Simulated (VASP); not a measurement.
# Si5Ru (F-43m) in VASP: notebook

Si5Ru is run at these levels: PBE; tasks: single point, relaxation of cell and atoms.

All numbers are computed with VASP 6.6.1; they aren't measurements. Logs are shortened: lines on timing, memory, paths and dates and some standing lists are left out, and cuts for length are marked.

### Step 1. The cell of the first run

It takes space group F-43m (No. 216, cubic). The conventional cell has a = 7.021 Å, b = 7.021 Å, c = 7.021 Å, α = 90.00°, β = 90.00°, γ = 90.00°. Si (site symmetry 3m) has 9 Si at 2.48 to 2.91 Å and 3 Ru at 2.91 Å within 3.3 Å. Si (site symmetry -43m) has 12 Si at 2.91 Å and 4 Ru at 3.04 Å within 3.8 Å. Ru (site symmetry -43m) has 16 Si at 2.91 to 3.04 Å within 3.8 Å.

The cell was built from a structure type or drawn by symmetry, and may not be a known phase.

### Step 2. Single point, PBE

INCAR

```
  PREC = Accurate
  ENCUT = 520
  EDIFF = 1E-6
  ISMEAR = 0
  SIGMA = 0.1
  LREAL = F
  LASPH = T
  NELM = 60
  ALGO = Normal
  ISIF = 2
  LWAVE = F
  LCHARG = T
  GGA = PE
  LELF = T
  LVHAR = T
  NBANDS = 26
```

KPOINTS

```
Automatic mesh
0
Gamma
  4 4 4
```

POSCAR

```
Si5Ru
1.0
    0.0000000000      3.5105404123      3.5105404123
    3.5105404123      0.0000000000      3.5105404123
    3.5105404123      3.5105404123      0.0000000000
Si Ru
5 1
Direct
    0.3752819985      0.8749060005      0.8749060005
    0.8749060005      0.8749060005      0.8749060005
    0.2500000000      0.2500000000      0.2500000000
    0.8749060005      0.8749060005      0.3752819985
    0.8749060005      0.3752819985      0.8749060005
    0.5000000000      0.5000000000      0.5000000000
```

Potentials or basis: VASP PAW PBE potentials, release 64 (Si, Ru_pv).

Started as:

```
cat potpaw_PBE.64/Si/POTCAR potpaw_PBE.64/Ru_pv/POTCAR > POTCAR
mpirun -np 1 vasp_std > vasp.out
```

OUTCAR:

```text
PREC = Accurate
   ENCUT = 520
   EDIFF = 1E-6
   ISMEAR = 0
   LREAL = F
   LASPH = T
   NELM = 60
   ISIF = 2
   GGA = PE

 ion  position               nearest neighbor table
   1  0.375  0.875  0.875-   2 2.48   4 2.48   5 2.48   5 2.48   4 2.48   2 2.48   6 2.91   6 2.91
                             6 2.91   3 2.91   3 2.91   3 2.91
   2  0.875  0.875  0.875-   1 2.48   4 2.48   5 2.48   1 2.48   5 2.48   4 2.48   6 2.91   6 2.91
                             6 2.91   3 2.91   3 2.91   3 2.91
   3  0.250  0.250  0.250-   4 2.91   5 2.91   1 2.91   4 2.91   1 2.91   5 2.91   2 2.91   2 2.91
                             2 2.91   1 2.91   4 2.91   5 2.91   6 3.04   6 3.04   6 3.04   6 3.04
   4  0.875  0.875  0.375-   1 2.48   2 2.48   5 2.48   5 2.48   1 2.48   2 2.48   6 2.91   6 2.91
                             6 2.91   3 2.91   3 2.91   3 2.91
   5  0.875  0.375  0.875-   1 2.48   2 2.48   4 2.48   1 2.48   4 2.48   2 2.48   6 2.91   6 2.91
                             6 2.91   3 2.91   3 2.91   3 2.91
   6  0.500  0.500  0.500-   1 2.91   4 2.91   5 2.91   2 2.91   2 2.91   2 2.91   1 2.91   1 2.91
                             5 2.91   5 2.91   4 2.91   4 2.91   3 3.04   3 3.04   3 3.04   3 3.04

  LATTYP: Found a face centered cubic cell.
 ALAT       =     7.0210808246

  Lattice vectors:

 A1 = (   0.0000000000,   3.5105404123,   3.5105404123)
 A2 = (   3.5105404123,   0.0000000000,   3.5105404123)
 A3 = (   3.5105404123,   3.5105404123,   0.0000000000)

Analysis of symmetry for initial positions (statically):
=====================================================================
 Subroutine PRICEL returns:
 Original cell was already a primitive cell.

 Routine SETGRP: Setting up the symmetry group for a
 face centered cubic supercell.

 Subroutine GETGRP returns: Found 24 space group operations
 (whereof 24 operations were pure point group operations)
 out of a pool of 48 trial point group operations.

The static configuration has the point symmetry T_d .

Analysis of symmetry for dynamics (positions and initial velocities):
=====================================================================
 Subroutine PRICEL returns:
 Original cell was already a primitive cell.

 Routine SETGRP: Setting up the symmetry group for a
 face centered cubic supercell.

 Subroutine GETGRP returns: Found 24 space group operations
 (whereof 24 operations were pure point group operations)
 out of a pool of 48 trial point group operations.

The dynamic configuration has the point symmetry T_d .

 Subroutine INISYM returns: Found 24 space group operations
 (whereof 24 operations are pure point group operations),
 and found     1 'primitive' translations
[... 91 lines left out ...]
   NFREE  =      0    steps in history (QN), initial steepest desc. (CG)
   ISIF   =      2    stress and relaxation
   ISYM   =      2    0-nonsym 1-usesym 2-fastsym
   POTIM  = 0.5000    time-step for ionic-motion
   TEBEG  =    0.0;   TEEND  =   0.0 temperature during run
   PSTRESS=    0.0 pullay stress
   NELECT =      34.0000    total number of electrons
   NUPDOWN=      -1.0000    fix difference up-down
   EMIN   =  10.00;   EMAX   =-10.00  energy-range for DOS
   EFERMI =   0.00;   METHOD = LEGACY
   ISMEAR =     0;   SIGMA  =   0.10  broadening in eV -4-tet -1-fermi 0-gaus
   EFERMI_NEDOS =   21; number of points for ismear=-14 and -15
   IALGO  =     38    algorithm
   IMIX   =      4    mixing-type and parameters
     AMIX     =   0.40;   BMIX     =  1.00
     AMIX_MAG =   1.60;   BMIX_MAG =  1.00
  volume/ion in A,a.u.               =      14.42        97.32
  Fermi-wavevector in a.u.,A,eV,Ry     =   1.199086  2.265945 19.562570  1.437808
  Thomas-Fermi vector in A             =   2.334958
   LORBIT       =      0    0 simple, 1 ext, 2 COOP (PROOUT), +10 PAW based schemes
   GGA     = PE    functional components
   LHFCALC =     F    Hartree Fock is set to
   AEXX    =    0.0000 exact exchange contribution
   IVDW    =     0    specifies the selected vdW correction
   LEPSILON=     F    determine dielectric tensor
   LRPA    =     F    only Hartree local field effects (RPA)
 non-spin polarized calculation
 Gauss-broadening in eV      SIGMA  =   0.10
  energy-cutoff  :      520.00
  volume of cell :       86.53
 maximum number of plane-waves:      2346
 NGX is ok and might be reduce to    40
   NGX = 19   NGY = 19   NGZ = 19

 number of electron      33.9999998 magnetization

 Free energy of the ion-electron system (eV)
  ---------------------------------------------------
  ext. energy  EPLUGINS =         0.00000000
  ---------------------------------------------------
  free energy    TOTEN  =       -32.42225008 eV

  energy without entropy =      -32.38588385  energy(sigma->0) =      -32.40406696

 E-fermi :  10.7447     XC(G=0): -11.5908

 val. band max:       10.7144528874   @ k =  -0.2500   0.2500   0.0000
 cond. band min:      10.7461417446   @ k =   0.0000   0.0000   0.0000
 fundamental gap:      0.0316888571
 Fermi energy:        10.7446890051

 k-point     1 :       0.0000    0.0000    0.0000
  band No.  band energies     occupation
      1     -31.8920      2.00000
      2     -31.8920      2.00000
      3     -31.8920      2.00000
      4      -3.8399      2.00000
      5       2.7523      2.00000
      6       4.2821      2.00000
[... 221 lines left out ...]
     25      15.4963      0.00000
     26      16.1156      0.00000

------------------------ aborting loop because EDIFF is reached ----------------------------------------

  FORCE on cell =-STRESS in cart. coord.  units (eV):
  Direction    XX          YY          ZZ          XY          YZ          ZX
  --------------------------------------------------------------------------------------
  -------------------------------------------------------------------------------------
  Total        0.0390251      0.0390251      0.0390251      0.0000000     -0.0000000      0.0000000
  in kB        0.7226080      0.7226080      0.7226080      0.0000000     -0.0000000      0.0000000
  external PRESSURE =       0.7226080 kB  Pullay stress =       0.0000000 kB

 VOLUME and BASIS-vectors are now :
 -----------------------------------------------------------------------------
  energy-cutoff  :      520.00
  volume of cell :       86.53
      direct lattice vectors                 reciprocal lattice vectors
     0.000000000  3.510540412  3.510540412    -0.142428214  0.142428214  0.142428214
     3.510540412  0.000000000  3.510540412     0.142428214 -0.142428214  0.142428214
     3.510540412  3.510540412  0.000000000     0.142428214  0.142428214 -0.142428214

 POSITION                                       TOTAL-FORCE (eV/Angst)
 -----------------------------------------------------------------------------------
      6.14279      4.38884      4.38884         0.015940     -0.015940     -0.015940
      6.14279      6.14279      6.14279         0.015940      0.015940      0.015940
      1.75527      1.75527      1.75527        -0.000000     -0.000000     -0.000000
      4.38884      4.38884      6.14279        -0.015940     -0.015940      0.015940
      4.38884      6.14279      4.38884        -0.015940      0.015940     -0.015940
      3.51054      3.51054      3.51054        -0.000000      0.000000     -0.000000
 -----------------------------------------------------------------------------------
    total drift:                               -0.000000     -0.000000     -0.000000

  FREE ENERGIE OF THE ION-ELECTRON SYSTEM (eV)
  ---------------------------------------------------
  free  energy   TOTEN  =       -32.4222500775 eV

  energy  without entropy=      -32.3858838524  energy(sigma->0) =      -32.40406696
```

OSZICAR:

```text
N       E                     dE             d eps       ncg     rms          rms(c)
DAV:   1     0.152485759274E+03    0.15249E+03   -0.16829E+04   456   0.119E+03
DAV:   2    -0.273375123346E+02   -0.17982E+03   -0.17273E+03   496   0.259E+02
DAV:   3    -0.337778541928E+02   -0.64403E+01   -0.61761E+01   530   0.427E+01
DAV:   4    -0.338760521328E+02   -0.98198E-01   -0.97763E-01   486   0.540E+00
DAV:   5    -0.338778785271E+02   -0.18264E-02   -0.18251E-02   522   0.736E-01    0.142E+01
DAV:   6    -0.393719929222E+02   -0.54941E+01   -0.35663E+01   430   0.356E+01    0.241E+01
DAV:   7    -0.326391475416E+02    0.67328E+01   -0.98505E+00   430   0.308E+01    0.597E+00
DAV:   8    -0.325083604541E+02    0.13079E+00   -0.26999E+00   456   0.846E+00    0.365E+00
DAV:   9    -0.324248537745E+02    0.83507E-01   -0.40581E-01   440   0.388E+00    0.528E-01
DAV:  10    -0.324223450972E+02    0.25087E-02   -0.12144E-02   504   0.695E-01    0.167E-01
DAV:  11    -0.324222535347E+02    0.91563E-04   -0.61437E-04   492   0.151E-01    0.945E-02
DAV:  12    -0.324222521709E+02    0.13638E-05   -0.46468E-05   528   0.464E-02    0.155E-02
DAV:  13    -0.324222508023E+02    0.13685E-05   -0.46012E-06   458   0.113E-02    0.760E-03
DAV:  14    -0.324222500775E+02    0.72488E-06   -0.74049E-07   262   0.527E-03
   1 F= -.32422250E+02 E0= -.32404067E+02  d E =-.363662E-01
```

It took 47 s on 1 thread of Intel Xeon 8259CL, shared host; peak memory 0.23 GiB.

What came out:

* Free energy: -32.4223 eV
* Pressure: 0.1 GPa
* Largest force: 0.028 eV/Å
* Band gap on the k mesh: zero (bands 17 and 18 overlap by 0.10 eV)

Forces on the atoms (eV/Å):
```
Si   0.016 -0.016 -0.016
Si   0.016  0.016  0.016
Si   0.000  0.000  0.000
Si  -0.016 -0.016  0.016
Si  -0.016  0.016 -0.016
Ru   0.000  0.000  0.000
```

Levels at points of the mesh, in eV from the Fermi level:
```
           k point  band 13  band 14  band 15  band 16  band 17  band 18  band 19  band 20  band 21  band 22
(0.00, 0.00, 0.00)    -4.36    -4.36    -0.96    -0.96    -0.96     0.00     0.00     0.00     1.16     1.16
(0.50, 0.00, 0.00)    -3.13    -1.28    -0.98    -0.68    -0.68     0.24     0.24     1.46     1.53     1.53
(0.50, 0.50, 0.00)    -2.36    -1.70    -0.76    -0.24     0.06     0.06     1.13     1.13     1.59     2.31
```

Caveat: the k points lie up to 0.39 Å⁻¹ apart.

### Step 3. Single point, PBE

This run uses another cell than the first one, of 15.29 Å³/atom.

INCAR

```
SYSTEM = Si5Ru
ALGO = Normal
EDIFF = 1E-6
ENCUT = 520
GGA = PE
ISIF = 2
ISMEAR = 0
LASPH = .TRUE.
LCHARG = .FALSE.
LREAL = .FALSE.
LWAVE = .FALSE.
NBANDS = 26
NELM = 80
PREC = Accurate
SIGMA = 0.1
```

KPOINTS

```
k-points
0
G
  4 4 4
  0 0 0
```

POSCAR

```
Si5Ru
1.0
    0.0000000000      3.5796299300      3.5796299300
    3.5796299300      0.0000000000      3.5796299300
    3.5796299300      3.5796299300      0.0000000000
Si Ru
5 1
Direct
    0.3719714300      0.8760095200      0.8760095200
    0.8760095200      0.8760095200      0.8760095200
    0.2500000000      0.2500000000      0.2500000000
    0.8760095200      0.8760095200      0.3719714300
    0.8760095200      0.3719714300      0.8760095200
    0.5000000000      0.5000000000      0.5000000000
```

Potentials or basis: VASP PAW PBE potentials, release 64 (Si, Ru_pv).

Started as:

```
cat potpaw_PBE.64/Si/POTCAR potpaw_PBE.64/Ru_pv/POTCAR > POTCAR
mpirun -np 1 vasp_std > vasp.out
```

Wall time 50 s (1 thread of Intel Xeon 8259CL, shared host); peak memory 0.24 GiB.

Results (log left out):

* Free energy: -32.3279 eV
* Pressure: -5.0 GPa
* Largest force: 0.373 eV/Å
* Band gap on the k mesh: zero (bands 17 and 18 overlap by 0.16 eV)

Forces on the atoms (eV/Å):
```
Si  -0.215  0.215  0.215
Si  -0.215 -0.215 -0.215
Si   0.000  0.000  0.000
Si   0.215  0.215 -0.215
Si   0.215 -0.215  0.215
Ru   0.000  0.000  0.000
```

Levels at points of the mesh, in eV from the Fermi level:
| k point | band 15 | band 16 | band 17 | band 18 | band 19 | band 20 |
| --- | --- | --- | --- | --- | --- | --- |
| (0.00, 0.00, 0.00) | -0.80 | -0.80 | -0.80 | 0.02 | 0.02 | 0.02 |
| (0.50, 0.00, 0.00) | -0.97 | -0.66 | -0.66 | 0.20 | 0.20 | 1.28 |
| (0.50, 0.50, 0.00) | -0.80 | -0.05 | 0.12 | 0.12 | 0.87 | 0.87 |

Caveat: the k points lie up to 0.38 Å⁻¹ apart.

### Step 4. Relaxation of cell and atoms, PBE

This run uses another cell than the first one, of 15.29 Å³/atom.

INCAR

```
PREC     = Accurate       # precision mode
ENCUT    = 600            # plane-wave cutoff, eV
EDIFF    = 1E-7           # SCF threshold, eV
ISMEAR   = 0              # smearing method
SIGMA    = 0.1            # smearing width, eV
LREAL    = False          # projectors in reciprocal space
LASPH    = True           # aspherical terms in the spheres
NELM     = 100            # most SCF steps
ALGO     = Normal         # electronic algorithm
ISIF     = 3              # what is computed and relaxed
LWAVE    = False          # write WAVECAR
LCHARG   = False          # write CHGCAR
GGA      = PE             # functional
IBRION   = 2              # ionic algorithm
NSW      = 90             # ionic steps
EDIFFG   = -0.04          # ionic threshold
```

KPOINTS

```
Automatic mesh
0
Gamma
  4 4 4
```

POSCAR is that of step 3.

Started as:

```
cat potpaw_PBE.64/Si/POTCAR potpaw_PBE.64/Ru_pv/POTCAR > POTCAR
mpirun -np 1 vasp_std > vasp.out
```

It took 2.6 min on 1 thread of Intel Xeon 8259CL, shared host; peak memory 0.25 GiB.

Results (log left out):

| Property | Result |
| --- | --- |
| Free energy | -32.4237 eV |
| Relaxed volume | 14.46 Å³/atom |
| Relaxed cell | a = 4.970 Å, b = 4.970 Å, c = 4.970 Å, α = 60.00°, β = 60.00°, γ = 60.00° |
| Space group after relaxing (to 0.1 Å) | F-43m (No. 216) |
| Energy gained by relaxing | 15.9 meV/atom |
| Ionic steps | 4 |
| Pressure after relaxing | -0.2 GPa |
| Largest force after relaxing | 0.035 eV/Å |
| Band gap on the k mesh | zero (bands 17 and 18 overlap by 0.10 eV) |

Forces in eV/Å, atoms in the order of the input:
```
Si   0.020 -0.020 -0.020
Si   0.020  0.020  0.020
Si   0.000  0.000  0.000
Si  -0.020 -0.020  0.020
Si  -0.020  0.020 -0.020
Ru   0.000  0.000  0.000
```

The path:
```
step  energy change (eV)  largest force (eV/Å)  pressure (GPa)  volume (Å³)
   1              0.0000                0.3730           -4.97        91.74
   2             -0.0899                0.1748            1.26        85.59
   3             -0.0954                0.0463           -0.08        86.69
   4             -0.0953                0.0353           -0.19        86.79
```

Final structure:
```
Si Ru
1.0
     0.00000    3.51404    3.51404
     3.51404    0.00000    3.51404
     3.51404    3.51404    0.00000
Si Ru
5 1
Direct
  0.37544 0.87485 0.87485
  0.87485 0.87485 0.87485
  0.25000 0.25000 0.25000
  0.87485 0.87485 0.37544
  0.87485 0.37544 0.87485
  0.50000 0.50000 0.50000
```

Levels at points of the mesh, in eV from the Fermi level:
| k point | band 13 | band 14 | band 15 | band 16 | band 17 | band 18 | band 19 | band 20 | band 21 |
| --- | --- | --- | --- | --- | --- | --- | --- | --- | --- |
| (0.00, 0.00, 0.00) | -4.34 | -4.34 | -0.96 | -0.96 | -0.96 | 0.00 | 0.00 | 0.00 | 1.16 |
| (0.50, 0.00, 0.00) | -3.12 | -1.27 | -0.98 | -0.68 | -0.68 | 0.24 | 0.24 | 1.45 | 1.53 |
| (0.50, 0.50, 0.00) | -2.35 | -1.70 | -0.76 | -0.23 | 0.07 | 0.07 | 1.11 | 1.11 | 1.58 |

Caveat: the k points lie up to 0.39 Å⁻¹ apart in the final cell.

### Step 5. Single point, PBE, collinear spin, ferromagnetic start

INCAR

```
SYSTEM = Si5Ru
PREC     = Accurate       ! precision mode
ENCUT    = 520            ! plane-wave cutoff, eV
EDIFF    = 1E-6           ! SCF threshold, eV
ISMEAR   = 0              ! smearing method
SIGMA    = 0.1            ! smearing width, eV
LREAL    = .False.        ! projectors in reciprocal space
LASPH    = .True.         ! aspherical terms in the spheres
NELM     = 150            ! most SCF steps
ALGO     = Normal         ! electronic algorithm
ISIF     = 2              ! what is computed and relaxed
LWAVE    = .False.        ! write WAVECAR
LCHARG   = .False.        ! write CHGCAR
ISPIN    = 2              ! spin polarisation
MAGMOM   = 0 0 0 0 0 1    ! initial moments
LORBIT   = 11             ! projections on sites
LMAXMIX  = 4              ! l up to which the mixer works
GGA      = PE             ! functional
NBANDS   = 30             ! bands
```

KPOINTS

```
regular mesh
0
Gamma
  4 4 4
  0 0 0
```

POSCAR

```
Si5Ru
1.0
    0.0000000000      3.5105404123      3.5105404123
    3.5105404123      0.0000000000      3.5105404123
    3.5105404123      3.5105404123      0.0000000000
Si Ru
5 1
Direct
    0.1250939995      0.1250939995      0.6247180015
    0.1250939995      0.6247180015      0.1250939995
    0.7500000000      0.7500000000      0.7500000000
    0.1250939995      0.1250939995      0.1250939995
    0.6247180015      0.1250939995      0.1250939995
    0.5000000000      0.5000000000      0.5000000000
```

Started as:

```
cat potpaw_PBE.64/Si/POTCAR potpaw_PBE.64/Ru_pv/POTCAR > POTCAR
mpirun -np 1 vasp_std > vasp.out
```

Run time: 3.1 min. Hardware: 1 thread of Intel Xeon 8259CL, shared host; peak memory 0.29 GiB.

It converged, with:

* Free energy: -32.4222 eV
* Pressure: 0.1 GPa
* Largest force: 0.028 eV/Å
* Band gap on the k mesh: zero (filled and empty bands overlap)
* Net moment: 0.00 μB per cell
* Valence electrons inside the program's atomic spheres: Si 1.58, 1.52 (each value once); Ru 12.45

Forces in eV/Å, atoms in the order of the input:
```
Si   0.016  0.016 -0.016
Si   0.016 -0.016  0.016
Si   0.000  0.000  0.000
Si  -0.016 -0.016 -0.016
Si  -0.016  0.016  0.016
Ru   0.000  0.000  0.000
```

Levels at points of the mesh, in eV from the Fermi level:
Spin up:
```csv
k point,band 14,band 15,band 16,band 17,band 18,band 19,band 20,band 21
"(0.00, 0.00, 0.00)",-4.36,-0.96,-0.96,-0.96,0.00,0.00,0.00,1.16
"(0.50, 0.00, 0.00)",-1.28,-0.98,-0.68,-0.68,0.24,0.24,1.46,1.53
"(0.50, 0.50, 0.00)",-1.70,-0.76,-0.24,0.06,0.06,1.13,1.13,1.59
```
Spin down:
| k point | band 15 | band 16 | band 17 | band 18 | band 19 | band 20 |
| --- | --- | --- | --- | --- | --- | --- |
| (0.00, 0.00, 0.00) | -0.96 | -0.96 | -0.96 | 0.00 | 0.00 | 0.00 |
| (0.50, 0.00, 0.00) | -0.98 | -0.68 | -0.68 | 0.24 | 0.24 | 1.46 |
| (0.50, 0.50, 0.00) | -0.76 | -0.24 | 0.06 | 0.06 | 1.13 | 1.13 |

Caveat: the k points lie up to 0.39 Å⁻¹ apart.

### Step 6. The runs side by side

| task | spin | cell | cutoff (eV) | gap on the mesh (eV) | pressure (GPa) | largest force (eV/Å) |
| --- | --- | --- | --- | --- | --- | --- |
| single point | off | a = 4.965 Å, angles 60.0°, 6 atoms, atomic positions A | 520 | none | 0.1 | 0.03 |
| single point | off | a = 5.062 Å, angles 60.0°, 6 atoms, atomic positions B | 520 | none | -5.0 | 0.37 |
| relaxation of cell and atoms | off | relaxed from a = 5.062 Å, angles 60.0°, 6 atoms, atomic positions B | 600 | none | -0.2 | 0.04 |
| single point | collinear, ferromagnetic start | a = 4.965 Å, angles 60.0°, 6 atoms, atomic positions A | 520 | none | 0.1 | 0.03 |

Alike in all rows: level PBE; potentials or basis VASP PAW PBE potentials, release 64 (Si, Ru_pv); k mesh 4 × 4 × 4; smearing gaussian 0.1 eV.

Caveats: all runs use coarse meshes.

Absolute energies hang on the potentials; compare differences alone.
